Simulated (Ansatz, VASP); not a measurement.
# GaP: VASP beside Ansatz

INCAR

```
SYSTEM = GaP
ALGO = Normal ; EDIFF = 1E-7
ENCUT = 520 ; GGA = PE
ISIF = 2 ; ISMEAR = -1
LASPH = .True. ; LCHARG = .False.
LREAL = .False. ; LWAVE = .False.
NBANDS = 16 ; NELM = 60
PREC = Accurate ; SIGMA = 0.02
```

File KPOINTS:

```
k-points
0
Gamma
  8 8 8
  0 0 0
```

POSCAR

```
GaP
1.0
    0.0000000000      2.7106821395      2.7106821395
    2.7106821395      0.0000000000      2.7106821395
    2.7106821395      2.7106821395      0.0000000000
Ga P
1 1
Direct
    0.0000000000      0.0000000000      0.0000000000
    0.2500000000      0.2500000000      0.2500000000
```

Input for Ansatz:

```yaml
crystal:
  lattice:
    - [0.0, 2.7106821395, 2.7106821395]
    - [2.7106821395, 0.0, 2.7106821395]
    - [2.7106821395, 2.7106821395, 0.0]
  atoms:
    - { symbol: Ga, position: [0.0, 0.0, 0.0] }
    - { symbol: P, position: [0.25, 0.25, 0.25] }
kpoints:
  mp_grid: { grid: [8, 8, 8] }
  band_path:
    path:
      - [0.0, 0.0, 0.0]
      - [-0.5, -0.5, 0.0]
      - [-0.375, -0.375, 0.25]
      - [-0.375, 0.0, 0.375]
      - [0.0, 0.0, 0.5]
      - [-0.5, -0.25, 0.25]
      - [-0.45, -0.45, 0.0]
    npoints: 1
hamiltonian:
  xc: pbe
scf:
  occupations: { method: fermi_dirac, width: 0.02 }
  n_extra_bands: 4
output:
  forces: true
  stress: true
  eigenvalues: true
```

Change from the starting cell: hydrostatic strain -0.5%.

Alike in both runs: task single point; functional PBE; k mesh 8 × 8 × 8; occupations fermi-dirac, width 0.02 eV; no spin polarisation.

|  | VASP | Ansatz |
| --- | --- | --- |
| version | VASP 6.6.1 | Ansatz 0.2.0 |
| potentials or method | VASP PAW PBE potentials, release 64 (Ga_d, P) | plane waves, PAW |
| plane-wave cutoff (eV) | 520 | 420 |
| valence electrons in the cell | 18 | 18 |

```csv
,VASP,Ansatz,Ansatz less VASP
gap on the k mesh at the Fermi level (eV),1.62,1.62,0.000
pressure (GPa),3.9,4.0,+0.04
```
